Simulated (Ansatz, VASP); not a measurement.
One calculation of GaN, two programs

```
Ga N
1.0
     0.00000    2.10852    2.10852
     2.10852    0.00000    2.10852
     2.10852    2.10852    0.00000
Ga N
1 1
Direct
  0.00000 0.00000 0.00000
  0.50000 0.50000 0.50000
```

Alike in both runs: task single point; functional PBE; k mesh 10 × 10 × 10; occupations fermi-dirac, width 0.02 eV; no spin polarisation.

```csv
,VASP,Ansatz
version,VASP 6.6.1,Ansatz 0.2.0
potentials or method,"VASP PAW PBE potentials, release 64 (Ga_d, N)","plane waves, PAW"
plane-wave cutoff (eV),520,420
valence electrons in the cell,18,18
```

|  | VASP | Ansatz | Ansatz less VASP |
| --- | --- | --- | --- |
| pressure (GPa) | 9.1 | 8.2 | -0.85 |

With one functional, cell and mesh, what is left measures potentials, basis and numerics.
